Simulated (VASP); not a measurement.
# Sr (Im-3m) in VASP: single point with LDA

Aim: the single point of Sr with LDA.

All numbers are computed with VASP 6.6.1; they aren't measurements. Logs are shortened: lines on timing, memory, paths and dates and some standing lists are left out, and cuts for length are marked.

## 1. The cell of the first run

The structure is cubic, space group Im-3m (No. 229). The conventional cell has a = 4.581 Å, b = 4.581 Å, c = 4.581 Å, α = 90.00°, β = 90.00°, γ = 90.00°. Sr (site symmetry m-3m) has 14 Sr at 3.97 to 4.58 Å within 5.2 Å.

## 2. Single point, LDA

INCAR reads:

```
SYSTEM = Sr
ALGO = Normal
EDIFF = 1E-6
ENCUT = 520
ISIF = 2
ISMEAR = -1
LASPH = .True.
LCHARG = .True.
LELF = .True.
LREAL = .False.
LVHAR = .True.
LWAVE = .False.
NBANDS = 11
NELM = 100
PREC = Accurate
SIGMA = 0.13605693000000002
```

KPOINTS reads:

```
k-points
0
Gamma
  10 10 10
  0 0 0
```

POSCAR reads:

```
Sr
1.0
   -2.2903184724      2.2903184724      2.2903184724
    2.2903184724     -2.2903184724      2.2903184724
    2.2903184724      2.2903184724     -2.2903184724
Sr
1
Direct
    0.0000000000      0.0000000000      0.0000000000
```

Potentials or basis: VASP PAW LDA potentials, release 64 (Sr_sv).

The run is started by

```
cat potpaw_LDA.64/Sr_sv/POTCAR > POTCAR
mpirun -np 1 vasp_std > vasp.out
```

OUTCAR:

```text
SYSTEM = Sr
   EDIFF = 1E-6
   ENCUT = 520
   ISIF = 2
   ISMEAR = -1
   LASPH = .True.
   LREAL = .False.
   NELM = 100
   PREC = Accurate

 ion  position               nearest neighbor table
   1  0.000  0.000  0.000-

  LATTYP: Found a body centered cubic cell.
 ALAT       =     4.5806369448

  Lattice vectors:

 A1 = (  -2.2903184724,   2.2903184724,   2.2903184724)
 A2 = (   2.2903184724,  -2.2903184724,   2.2903184724)
 A3 = (   2.2903184724,   2.2903184724,  -2.2903184724)

Analysis of symmetry for initial positions (statically):
=====================================================================
 Subroutine PRICEL returns:
 Original cell was already a primitive cell.

 Routine SETGRP: Setting up the symmetry group for a
 body centered cubic supercell.

 Subroutine GETGRP returns: Found 48 space group operations
 (whereof 48 operations were pure point group operations)
 out of a pool of 48 trial point group operations.

The static configuration has the point symmetry O_h .

Analysis of symmetry for dynamics (positions and initial velocities):
=====================================================================
 Subroutine PRICEL returns:
 Original cell was already a primitive cell.

 Routine SETGRP: Setting up the symmetry group for a
 body centered cubic supercell.

 Subroutine GETGRP returns: Found 48 space group operations
 (whereof 48 operations were pure point group operations)
 out of a pool of 48 trial point group operations.

The dynamic configuration has the point symmetry O_h .

 Subroutine INISYM returns: Found 48 space group operations
 (whereof 48 operations are pure point group operations),
 and found     1 'primitive' translations

----------------------------------------------------------------------------------------

                                     Primitive cell

  volume of cell :      48.0560

  direct lattice vectors                    reciprocal lattice vectors
    -2.290318472  2.290318472  2.290318472     0.000000000  0.218310251  0.218310251
     2.290318472 -2.290318472  2.290318472     0.218310251  0.000000000  0.218310251
     2.290318472  2.290318472 -2.290318472     0.218310251  0.218310251  0.000000000

  length of vectors
     3.966947960  3.966947960  3.966947960     0.308737317  0.308737317  0.308737317

  position of ions in fractional coordinates (direct lattice)
     0.000000000  0.000000000  0.000000000

  ion indices of the primitive-cell ions
   primitive index   ion index
                 1           1

----------------------------------------------------------------------------------------

 KPOINTS: k-points

Automatic generation of k-mesh.
 Grid dimensions read from file:
 generate k-points for:   10   10   10

 Generating k-lattice:

  Cartesian coordinates                     Fractional coordinates (reciprocal lattice)
     0.000000000  0.021831025  0.021831025     0.100000000  0.000000000  0.000000000
     0.021831025  0.000000000  0.021831025     0.000000000  0.100000000  0.000000000
     0.021831025  0.021831025  0.000000000     0.000000000  0.000000000  0.100000000

  Length of vectors
     0.030873732  0.030873732  0.030873732

  Shift w.r.t. Gamma in fractional coordinates (k-lattice)
     0.000000000  0.000000000  0.000000000

 Subroutine IBZKPT returns following result:
 ===========================================

 Found     47 irreducible k-points:

 Following reciprocal coordinates:
            Coordinates               Weight
  0.000000  0.000000  0.000000      1.000000
  0.100000  0.000000  0.000000     12.000000
  0.200000  0.000000  0.000000     12.000000
  0.300000  0.000000  0.000000     12.000000
  0.400000  0.000000  0.000000     12.000000
  0.500000  0.000000  0.000000      6.000000
[... 16 lines left out ...]
  0.300000  0.300000  0.100000      8.000000
 -0.300000  0.300000  0.100000     24.000000
 [... further k-points ...]
   k-points           NKPTS =     47   k-points in BZ     NKDIM =     47   number of bands    NBANDS=     11
   number of dos      NEDOS =    301   number of ions     NIONS =      1
   total plane-waves  NPLWV =  27000
   dimension x,y,z NGX =    30 NGY =   30 NGZ =   30
   dimension x,y,z NGXF=    60 NGYF=   60 NGZF=   60
   ions per type =               1
   NGX,Y,Z   is equivalent  to a cutoff of  12.57, 12.57, 12.57 a.u.
   NGXF,Y,Z  is equivalent  to a cutoff of  25.14, 25.14, 25.14 a.u.
 SYSTEM =  Sr
   PREC   = accura    normal or accurate (medium, high low for compatibility)
   ISTART =      0    job   : 0-new  1-cont  2-samecut
   ICHARG =      2    charge: 1-file 2-atom 10-const
   ISPIN  =      1    spin polarized calculation?
   LNONCOLLINEAR =      F non collinear calculations
   LSORBIT =      F    spin-orbit coupling
   LASPH  =      T    aspherical Exc in radial PAW
   ENCUT  =  520.0 eV  38.22 Ry    6.18 a.u.   7.38  7.38  7.38*2*pi/ulx,y,z
   NELM   =    100;   NELMIN=  2; NELMDL= -5     # of ELM steps
   EDIFF  = 0.1E-05   stopping-criterion for ELM
   LREAL  =      F    real-space projection
   EDIFFG = 0.1E-04   stopping-criterion for IOM
   NSW    =      0    number of steps for IOM
   IBRION =     -1    ionic relax: 0-MD 1-quasi-New 2-CG
   NFREE  =      0    steps in history (QN), initial steepest desc. (CG)
   ISIF   =      2    stress and relaxation
   ISYM   =      2    0-nonsym 1-usesym 2-fastsym
   POTIM  = 0.5000    time-step for ionic-motion
   TEBEG  =    0.0;   TEEND  =   0.0 temperature during run
   PSTRESS=    0.0 pullay stress
   NELECT =      10.0000    total number of electrons
   NUPDOWN=      -1.0000    fix difference up-down
   EMIN   =  10.00;   EMAX   =-10.00  energy-range for DOS
   EFERMI =   0.00;   METHOD = LEGACY
   ISMEAR =    -1;   SIGMA  =   0.14  broadening in eV -4-tet -1-fermi 0-gaus
   EFERMI_NEDOS =   21; number of points for ismear=-14 and -15
   IALGO  =     38    algorithm
   IMIX   =      4    mixing-type and parameters
     AMIX     =   0.40;   BMIX     =  1.00
     AMIX_MAG =   1.60;   BMIX_MAG =  1.00
  volume/ion in A,a.u.               =      48.06       324.30
  Fermi-wavevector in a.u.,A,eV,Ry     =   0.970120  1.833262 12.804899  0.941134
  Thomas-Fermi vector in A             =   2.100229
   LORBIT       =      0    0 simple, 1 ext, 2 COOP (PROOUT), +10 PAW based schemes
   GGA     = CA    functional components
   LHFCALC =     F    Hartree Fock is set to
   AEXX    =    0.0000 exact exchange contribution
   IVDW    =     0    specifies the selected vdW correction
   LEPSILON=     F    determine dielectric tensor
   LRPA    =     F    only Hartree local field effects (RPA)
 non-spin polarized calculation
  energy-cutoff  :      520.00
  volume of cell :       48.06
 maximum number of plane-waves:      1319
 NGX is ok and might be reduce to    30
   NGX = 15   NGY = 15   NGZ = 15

 number of electron      10.0000000 magnetization

 Free energy of the ion-electron system (eV)
  ---------------------------------------------------
  ext. energy  EPLUGINS =         0.00000000
  ---------------------------------------------------
  free energy    TOTEN  =        -1.93207142 eV

  energy without entropy =       -1.86131115  energy(sigma->0) =       -1.89669128

 E-fermi :   1.8413     XC(G=0):  -7.9903

 val. band max:        1.8407738780   @ k =  -0.4000   0.5000   0.3000
 cond. band min:       1.9495810878   @ k =  -0.4000  -0.4000   0.2000
 fundamental gap:      0.1088072099
 Fermi energy:         1.8412621827

 k-point     1 :       0.0000    0.0000    0.0000
  band No.  band energies     occupation
      1     -34.3014      2.00000
      2     -16.2474      2.00000
      3     -16.2474      2.00000
      4     -16.2474      2.00000
      5      -1.9546      2.00000
      6       4.3166      0.00000
      7       4.3166      0.00000
      8       4.3166      0.00000
      9       5.8434      0.00000
     10       5.8434      0.00000
     11      10.5483      0.00000

 k-point     2 :       0.1000    0.0000    0.0000
  band No.  band energies     occupation
      1     -34.2986      2.00000
      2     -16.2799      2.00000
      3     -16.2576      2.00000
      4     -16.2475      2.00000
      5      -1.7591      2.00000
      6       4.1492      0.00000
      7       4.1965      0.00000
      8       4.5103      0.00000
      9       5.6102      0.00000
     10       5.8339      0.00000
     11      10.7504      0.00000

 k-point     3 :       0.2000    0.0000    0.0000
  band No.  band energies     occupation
      1     -34.2912      2.00000
      2     -16.3634      2.00000
      3     -16.2843      2.00000
      4     -16.2478      2.00000
      5      -1.2077      2.00000
      6       3.6955      0.00000
      7       3.7715      0.00000
      8       5.0787      0.00000
      9       5.4943      0.00000
     10       5.8573      0.00000
     11      10.8347      0.00000

 k-point     4 :       0.3000    0.0000    0.0000
  band No.  band energies     occupation
      1     -34.2821      2.00000
      2     -16.4637      2.00000
      3     -16.3169      2.00000
      4     -16.2482      2.00000
      5      -0.4132      2.00000
      6       3.0435      0.00029
      7       3.3860      0.00002
      8       5.6584      0.00000
      9       5.9791      0.00000
     10       5.9951      0.00000
     11       9.9615      0.00000
[... 239 lines left out ...]
 k-point    22 :      -0.2000    0.2000    0.1000
  band No.  band energies     occupation
      1     -34.2886      2.00000
      2     -16.3635      2.00000
      3     -16.2951      2.00000
      4     -16.2732      2.00000
      5      -1.0273      2.00000
      6       3.7512      0.00000
      7       3.8949      0.00000
      8       4.7586      0.00000
      9       5.0228      0.00000
     10       6.2838      0.00000
     11      10.6808      0.00000

 k-point    23 :       0.3000    0.3000    0.1000
  band No.  band energies     occupation
      1     -34.2698      2.00000
      2     -16.4522      2.00000
      3     -16.4522      2.00000
      4     -16.3157      2.00000
      5       2.0861      0.28389
      6       2.2409      0.10068
      7       2.2409      0.10068
      8       6.0403      0.00000
      9       6.3572      0.00000
     10       6.3572      0.00000
     11       9.0817      0.00000

 k-point    24 :      -0.3000    0.3000    0.1000
  band No.  band energies     occupation
      1     -34.2797      2.00000
      2     -16.4591      2.00000
      3     -16.3283      2.00000
      4     -16.2724      2.00000
      5      -0.2457      2.00000
      6       3.0393      0.00030
      7       3.5422      0.00001
      8       4.9636      0.00000
      9       5.9133      0.00000
     10       6.3362      0.00000
     11       9.5073      0.00000

 [... further k-points ...]
[... 5 lines left out ...]
  --------------------------------------------------------------------------------------
  -------------------------------------------------------------------------------------
  Total        0.0050724      0.0050724      0.0050724     -0.0000000     -0.0000000     -0.0000000
  in kB        0.1691116      0.1691116      0.1691116     -0.0000000     -0.0000000     -0.0000000
  external PRESSURE =       0.1691116 kB  Pullay stress =       0.0000000 kB

 VOLUME and BASIS-vectors are now :
 -----------------------------------------------------------------------------
  energy-cutoff  :      520.00
  volume of cell :       48.06
      direct lattice vectors                 reciprocal lattice vectors
    -2.290318472  2.290318472  2.290318472     0.000000000  0.218310251  0.218310251
     2.290318472 -2.290318472  2.290318472     0.218310251  0.000000000  0.218310251
     2.290318472  2.290318472 -2.290318472     0.218310251  0.218310251  0.000000000

 POSITION                                       TOTAL-FORCE (eV/Angst)
 -----------------------------------------------------------------------------------
      0.00000      0.00000      0.00000        -0.000000      0.000000      0.000000
 -----------------------------------------------------------------------------------
    total drift:                               -0.000000     -0.000000      0.000000

  FREE ENERGIE OF THE ION-ELECTRON SYSTEM (eV)
  ---------------------------------------------------
  free  energy   TOTEN  =        -1.9320714155 eV

  energy  without entropy=       -1.8613111497  energy(sigma->0) =       -1.89669128
```

Run time: 12 s. Hardware: 1 thread of Intel Xeon Platinum 8488C (Sapphire Rapids), shared host; peak memory 0.15 GiB.

What came out:

```yaml
Free_energy: -1.9321 eV
Pressure: 0.0 GPa
Band_gap_on_the_k_mesh: zero (band 5 reaches 2.09 eV, above the bottom of band 6 at 1.55 eV)
```

Levels at points of the mesh, in eV from the Fermi level:
```csv
k point,band 3,band 4,band 5,band 6,band 7,band 8
"(0.00, 0.00, 0.00)",-18.09,-18.09,-3.80,2.48,2.48,2.48
"(0.50, 0.00, 0.00)",-18.19,-18.09,-1.08,0.57,1.18,3.84
"(0.50, 0.50, 0.50)",-18.32,-18.32,-0.29,-0.29,4.26,4.26
```
